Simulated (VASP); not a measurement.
# Pd (Fm-3m) in VASP: notebook, part 2 of 2

VASP 6.6.1.

**3. Relaxation of cell and atoms, r2SCAN**

This run uses another cell than the first one, of 14.75 Å³/atom, 0.989 times its volume.

Input file POSCAR:

```
Pd
1.0
    0.0000000000      1.9465000000      1.9465000000
    1.9465000000      0.0000000000      1.9465000000
    1.9465000000      1.9465000000      0.0000000000
Pd
1
Direct
    0.0000000000      0.0000000000      0.0000000000
```

Input file INCAR.step1:

```
PREC = Accurate
ENCUT = 600
ISMEAR = 0
SIGMA = 0.1
LREAL = F
LASPH = T
NELM = 60
GGA = PE
ALGO = Normal
EDIFF = 1E-4
LWAVE = T
LCHARG = F
```

Input file INCAR.step2:

```
PREC = Accurate
ENCUT = 600
EDIFF = 1E-6
ISMEAR = 0
SIGMA = 0.1
LREAL = F
LASPH = T
NELM = 60
ALGO = Normal
ISIF = 3
LWAVE = F
LCHARG = F
METAGGA = R2SCAN
LMIXTAU = T
IBRION = 2
NSW = 100
EDIFFG = -0.005
ISTART = 1
```

Input file KPOINTS:

```
regular mesh
0
Gamma
  18 18 18
```

Potentials or basis: VASP PAW PBE potentials, release 64 (Pd).

Launch:

```sh
$ cat potpaw_PBE.64/Pd/POTCAR > POTCAR
$ cp INCAR.step1 INCAR
$ mpirun -np 1 vasp_std > vasp.out
$ cp INCAR.step2 INCAR
$ mpirun -np 1 vasp_std > vasp.out
```

OUTCAR:

```text
PREC = Accurate
   ENCUT = 600
   EDIFF = 1E-6
   ISMEAR = 0
   LREAL = F
   LASPH = T
   NELM = 60
   ISIF = 3
   METAGGA = R2SCAN
   IBRION = 2
   NSW = 100
   EDIFFG = -0.005
   ISTART = 1

 ion  position               nearest neighbor table
   1  0.000  0.000  0.000-

  LATTYP: Found a face centered cubic cell.
 ALAT       =     3.8930000000

  Lattice vectors:

 A1 = (   0.0000000000,   1.9465000000,   1.9465000000)
 A2 = (   1.9465000000,   0.0000000000,   1.9465000000)
 A3 = (   1.9465000000,   1.9465000000,   0.0000000000)

Analysis of symmetry for initial positions (statically):
=====================================================================
 Subroutine PRICEL returns:
 Original cell was already a primitive cell.

 Routine SETGRP: Setting up the symmetry group for a
 face centered cubic supercell.

 Subroutine GETGRP returns: Found 48 space group operations
 (whereof 48 operations were pure point group operations)
 out of a pool of 48 trial point group operations.

The static configuration has the point symmetry O_h .

Analysis of symmetry for dynamics (positions and initial velocities):
=====================================================================
 Subroutine PRICEL returns:
 Original cell was already a primitive cell.

 Routine SETGRP: Setting up the symmetry group for a
 face centered cubic supercell.

 Subroutine GETGRP returns: Found 48 space group operations
 (whereof 48 operations were pure point group operations)
 out of a pool of 48 trial point group operations.

The dynamic configuration has the point symmetry O_h .

 Subroutine INISYM returns: Found 48 space group operations
 (whereof 48 operations are pure point group operations),
 and found     1 'primitive' translations

----------------------------------------------------------------------------------------

                                     Primitive cell
[... 126 lines left out ...]
 NGX is ok and might be reduce to    24
   NGX = 11   NGY = 11   NGZ = 11

--------------------------------------- Ionic step        1  -------------------------------------------

 number of electron       9.9999999 magnetization

 Free energy of the ion-electron system (eV)
  ---------------------------------------------------
  ext. energy  EPLUGINS =         0.00000000
  ---------------------------------------------------
  free energy    TOTEN  =       -22.95244168 eV

  energy without entropy =      -22.94162702  energy(sigma->0) =      -22.94703435

------------------------ aborting loop because EDIFF is reached ----------------------------------------

  FORCE on cell =-STRESS in cart. coord.  units (eV):
  Direction    XX          YY          ZZ          XY          YZ          ZX
  --------------------------------------------------------------------------------------
  -------------------------------------------------------------------------------------
  Total        0.2616307      0.2616307      0.2616307      0.0000000      0.0000000      0.0000000
  in kB       28.4188220     28.4188220     28.4188220      0.0000000      0.0000000      0.0000000
  external PRESSURE =      28.4188220 kB  Pullay stress =       0.0000000 kB
[... 57 lines left out ...]
--------------------------------------- Ionic step        3  -------------------------------------------

 number of electron       9.9999999 magnetization

 Free energy of the ion-electron system (eV)
  ---------------------------------------------------
  ext. energy  EPLUGINS =         0.00000000
  ---------------------------------------------------
  free energy    TOTEN  =       -22.95431061 eV

  energy without entropy =      -22.94331835  energy(sigma->0) =      -22.94881448

 E-fermi :   9.3637     XC(G=0): -14.0240

 val. band max:        9.3481153977   @ k =   0.5000   0.1111   0.0000
 cond. band min:       9.3715001887   @ k =  -0.4444   0.3889   0.1111
 fundamental gap:      0.0233847910
 Fermi energy:         9.3636944208

 k-point     1 :       0.0000    0.0000    0.0000
  band No.  band energies     occupation
      1       2.2923      2.00000
      2       6.5150      2.00000
      3       6.5150      2.00000
      4       6.5150      2.00000
      5       8.0865      2.00000
      6       8.0865      2.00000
      7      27.3800      0.00000
      8      31.8711      0.00000
      9      32.2823      0.00000
[... 265 lines left out ...]
 k-point    24 :      -0.2222    0.0556    0.0000
  band No.  band energies     occupation
      1       4.0093      2.00000
      2       6.3314      2.00000
      3       6.8370      2.00000
      4       6.8653      2.00000
      5       7.9863      2.00000
      6       8.5217      2.00000
      7      24.8988      0.00000
      8      28.4331      0.00000
      9      31.8716      0.00000

 [... further k-points ...]

------------------------ aborting loop because EDIFF is reached ----------------------------------------

  FORCE on cell =-STRESS in cart. coord.  units (eV):
  Direction    XX          YY          ZZ          XY          YZ          ZX
  --------------------------------------------------------------------------------------
  -------------------------------------------------------------------------------------
  Total        0.0048740      0.0048740      0.0048740      0.0000000      0.0000000     -0.0000000
  in kB        0.5217647      0.5217647      0.5217647      0.0000000      0.0000000     -0.0000000
  external PRESSURE =       0.5217647 kB  Pullay stress =       0.0000000 kB
[... 16 lines left out ...]
  FREE ENERGIE OF THE ION-ELECTRON SYSTEM (eV)
  ---------------------------------------------------
  free  energy   TOTEN  =       -22.9543106084 eV

  energy  without entropy=      -22.9433183527  energy(sigma->0) =      -22.94881448

 reached required accuracy - stopping structural energy minimisation
```

OUTCAR.step1:

```text
PREC = Accurate
   ENCUT = 600
   ISMEAR = 0
   LREAL = F
   LASPH = T
[... 506 lines left out ...]

 POSITION                                       TOTAL-FORCE (eV/Angst)
 -----------------------------------------------------------------------------------
      0.00000      0.00000      0.00000         0.000000      0.000000      0.000000
 -----------------------------------------------------------------------------------
    total drift:                               -0.000000      0.000000     -0.000000

  FREE ENERGIE OF THE ION-ELECTRON SYSTEM (eV)
  ---------------------------------------------------
  free  energy   TOTEN  =        -5.2150712459 eV

  energy  without entropy=       -5.2034075685  energy(sigma->0) =       -5.20923941
```

Run time: 2.3 min. Hardware: 1 thread of Intel Xeon Platinum 8375C at 2.90GHz (Ice Lake), shared host; peak memory 0.18 GiB.

Results:

```yaml
Free_energy: -22.9543 eV
Relaxed_volume: 14.97 Å³/atom
Relaxed_cell: a = 2.766 Å, b = 2.766 Å, c = 2.766 Å, α = 60.00°, β = 60.00°, γ = 60.00°
Space_group_after_relaxing_to_0.05_Å: Fm-3m (No. 225)
Energy_gained_by_relaxing: 1.9 meV/atom
Ionic_steps: 3
Pressure_after_relaxing: 0.1 GPa
Band_gap_on_the_k_mesh: zero (band 5 reaches 9.67 eV, above the bottom of band 6 at 8.03 eV)
```

Step by step:
| step | energy change (eV) | largest force (eV/Å) | pressure (GPa) | volume (Å³) |
| --- | --- | --- | --- | --- |
| 1 | 0.0000 | 0.0000 | 2.84 | 14.75 |
| 2 | 0.0027 | 0.0000 | -4.07 | 15.32 |
| 3 | -0.0019 | 0.0000 | 0.05 | 14.97 |

Final structure:
```
CELL_PARAMETERS angstrom
0.00000 1.95598 1.95598
1.95598 0.00000 1.95598
1.95598 1.95598 0.00000
ATOMIC_POSITIONS crystal
Pd 0.00000 0.00000 0.00000
```

Levels at points of the mesh, in eV from the Fermi level:
```
           k point  band 1  band 2  band 3  band 4  band 5  band 6  band 7  band 8  band 9
(0.00, 0.00, 0.00)   -7.07   -2.85   -2.85   -2.85   -1.28   -1.28   18.02   22.51   22.92
(0.50, 0.00, 0.00)   -5.31   -2.92   -2.92   -0.04   -0.04    1.32    7.59   17.41   21.98
(0.50, 0.50, 0.00)   -5.41   -5.14   -0.10    0.30    0.30    3.66   11.16   13.85   13.85
```

Caveat: the PAW data sets were made with another functional, which shifts forces and pressure a little. Zero-point motion and thermal expansion aren't in these numbers.

**4. Single point, r2SCAN (volume scaled by 0.94)**

Input file POSCAR:

```
Pd
1.0
    0.0000000000      1.9138452607      1.9138452607
    1.9138452607      0.0000000000      1.9138452607
    1.9138452607      1.9138452607      0.0000000000
Pd
1
Direct
    0.0000000000      0.0000000000      0.0000000000
```

Input file INCAR.step1:

```
ALGO     = Normal         # electronic algorithm
EDIFF    = 1E-5           # SCF threshold, eV
ENCUT    = 550            # plane-wave cutoff, eV
GGA      = PE             # functional
GGA_COMPAT= F            
ISMEAR   = 0              # smearing method
LASPH    = T              # aspherical terms in the spheres
LCHARG   = F              # write CHGCAR
LREAL    = F              # projectors in reciprocal space
LWAVE    = T              # write WAVECAR
NBANDS   = 11             # bands
NELM     = 120            # most SCF steps
PREC     = Accurate       # precision mode
SIGMA    = 0.1            # smearing width, eV
```

Input file INCAR.step2:

```
ALGO     = Normal         # electronic algorithm
EDIFF    = 1E-6           # SCF threshold, eV
ENCUT    = 550            # plane-wave cutoff, eV
GGA_COMPAT= F            
ISIF     = 2              # what is computed and relaxed
ISMEAR   = 0              # smearing method
ISTART   = 1            
LASPH    = T              # aspherical terms in the spheres
LCHARG   = T              # write CHGCAR
LELF     = T              # ELF
LMIXTAU  = T            
LREAL    = F              # projectors in reciprocal space
LVHAR    = T            
LWAVE    = F              # write WAVECAR
METAGGA  = R2SCAN         # meta-GGA
NBANDS   = 11             # bands
NELM     = 120            # most SCF steps
PREC     = Accurate       # precision mode
SIGMA    = 0.1            # smearing width, eV
```

Input file KPOINTS:

```
k-points
0
Gamma
  18 18 18
```

Launch:

```sh
$ cat potpaw_PBE.64/Pd/POTCAR > POTCAR
$ cp INCAR.step1 INCAR
$ mpirun -np 1 vasp_std > vasp.out
$ cp INCAR.step2 INCAR
$ mpirun -np 1 vasp_std > vasp.out
```

Run time: 2.2 min. Hardware: 1 thread of Intel Xeon 8259CL, shared host; peak memory 0.17 GiB.

The run converged. Its results:

| Property | Result |
| --- | --- |
| Free energy | -22.9141 eV |
| Pressure | 14.6 GPa |
| Band gap on the k mesh | zero (band 5 reaches 10.84 eV, above the bottom of band 6 at 9.01 eV) |

Levels at points of the mesh, in eV from the Fermi level:
```csv
k point,band 2,band 3,band 4,band 5,band 6,band 7,band 8,band 9
"(0.00, 0.00, 0.00)",-3.17,-3.17,-3.17,-1.42,-1.42,18.04,22.28,23.34
"(0.50, 0.00, 0.00)",-3.25,-3.25,-0.03,-0.03,1.17,8.15,17.45,22.30
"(0.50, 0.50, 0.00)",-5.72,-0.10,0.34,0.34,3.66,11.87,14.23,14.23
```

Caveat: the cell differs from its parent crystal (volume scaled by 0.94); the PAW data sets were made with another functional, which shifts forces and pressure a little.

**5. Single point, r2SCAN (volume scaled by 1.06)**

Input file POSCAR:

```
Pd
1.0
    0.0000000000      1.9920465905      1.9920465905
    1.9920465905      0.0000000000      1.9920465905
    1.9920465905      1.9920465905      0.0000000000
Pd
1
Direct
    0.0000000000      0.0000000000      0.0000000000
```

Input file INCAR.step1:

```
ALGO = Normal ; EDIFF = 1E-5
ENCUT = 550 ; GGA = PE
GGA_COMPAT = False ; ISMEAR = 0
LASPH = True ; LCHARG = False
LREAL = False ; LWAVE = True
NBANDS = 11 ; NELM = 120
PREC = Accurate ; SIGMA = 0.1
```

Input file INCAR.step2:

```
ALGO = Normal ; EDIFF = 1E-6
ENCUT = 550 ; GGA_COMPAT = False
ISIF = 2 ; ISMEAR = 0
ISTART = 1 ; LASPH = True
LCHARG = True ; LELF = True
LMIXTAU = True ; LREAL = False
LVHAR = True ; LWAVE = False
METAGGA = R2SCAN ; NBANDS = 11
NELM = 120 ; PREC = Accurate
SIGMA = 0.1
```

KPOINTS is that of step 4.

Launch:

```sh
$ cat potpaw_PBE.64/Pd/POTCAR > POTCAR
$ cp INCAR.step1 INCAR
$ mpirun -np 1 vasp_std > vasp.out
$ cp INCAR.step2 INCAR
$ mpirun -np 1 vasp_std > vasp.out
```

Wall time 2.2 min (1 thread of Intel Xeon 8259CL, shared host); peak memory 0.17 GiB.

The run converged. Its results:

```yaml
Free_energy: -22.9306 eV
Pressure: -8.8 GPa
Band_gap_on_the_k_mesh: zero (band 5 reaches 8.75 eV, above the bottom of band 6 at 7.26 eV)
```

Levels at points of the mesh, in eV from the Fermi level:
```tsv
k point	band 3	band 4	band 5	band 6	band 7	band 8
(0.00, 0.00, 0.00)	-2.60	-2.60	-1.17	-1.17	17.96	22.53
(0.50, 0.00, 0.00)	-2.67	-0.04	-0.04	1.45	7.16	17.34
(0.50, 0.50, 0.00)	-0.09	0.27	0.27	3.67	10.59	13.53
```

Caveat: the cell differs from its parent crystal (volume scaled by 1.06); the PAW data sets were made with another functional, which shifts forces and pressure a little.

**6. The runs side by side**

```csv
task,cell,cutoff (eV),gap on the mesh (eV),pressure (GPa)
single point,"a = 2.763 Å, angles 60.0°, 1 atom",520,none,0.7
relaxation of cell and atoms,"relaxed from a = 2.753 Å, angles 60.0°, 1 atom",600,none,0.1
single point,"a = 2.707 Å, angles 60.0°, 1 atom",550,none,14.6
single point,"a = 2.817 Å, angles 60.0°, 1 atom",550,none,-8.8
```

Alike in all rows: level r2SCAN; potentials or basis VASP PAW PBE potentials, release 64 (Pd); no spin polarisation; k mesh 18 × 18 × 18; smearing gaussian 0.1 eV.

Caveats: the PAW data sets were made with another functional, which shifts forces and pressure a little.

Absolute energies hang on the potentials; compare differences alone.
